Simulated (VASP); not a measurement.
Write the native input for VASP 6.6.1 that does the following.

* Task: single point
* Functional: PBE
* Potentials or basis: VASP PAW PBE potentials, release 64 (Ba_sv, Si)
* Cutoff: 520 eV
* k mesh: 6 × 6 × 6
* Occupations: gaussian, width 0.05 eV
* Spin: no spin polarisation
* Dipole correction: no
* Further INCAR settings: ALGO = Normal; EDIFF = 1e-06; NBANDS = 25

The structure of Ba3Si lies in POSCAR:

```
Ba3Si
1.0
    5.4407209612      0.0000000000      0.0000000000
    0.0000000000      5.4407209612      0.0000000000
    0.0000000000      0.0000000000      5.4407209612
Ba Si
3 1
Direct
    0.0000000000      0.5000000000      0.5000000000
    0.5000000000      0.5000000000      0.0000000000
    0.5000000000      0.0000000000      0.5000000000
    0.0000000000      0.0000000000      0.0000000000
```

The input as run:

INCAR

```
ALGO     = Normal         # electronic algorithm
EDIFF    = 1E-6           # SCF threshold, eV
ENCUT    = 520            # plane-wave cutoff, eV
GGA      = PE             # functional
ISIF     = 2              # what is computed and relaxed
ISMEAR   = 0              # smearing method
LASPH    = True           # aspherical terms in the spheres
LCHARG   = True           # write CHGCAR
LELF     = True           # ELF
LREAL    = False          # projectors in reciprocal space
LVHAR    = True         
LWAVE    = False          # write WAVECAR
NBANDS   = 25             # bands
NELM     = 60             # most SCF steps
PREC     = Accurate       # precision mode
SIGMA    = 0.05           # smearing width, eV
```

KPOINTS

```
k-points
0
Gamma
  6 6 6
```

Potentials or basis: VASP PAW PBE potentials, release 64 (Ba_sv, Si).

The run is started by

```console
$ cat potpaw_PBE.64/Ba_sv/POTCAR potpaw_PBE.64/Si/POTCAR > POTCAR
$ mpirun -np 1 vasp_std > vasp.out
```

It gave:

```yaml
Pressure: -0.2 GPa
Band_gap_on_the_k_mesh: zero (band 17 reaches 3.65 eV, above the bottom of band 18 at 2.73 eV)
```

Caveat: spin-orbit coupling is left out, which moves the levels of the heavy elements.

It took 39 s on 1 thread of Intel(R) Xeon(R) 6975P-C (Granite Rapids), with other jobs on the host, peak memory 0.26 GiB.
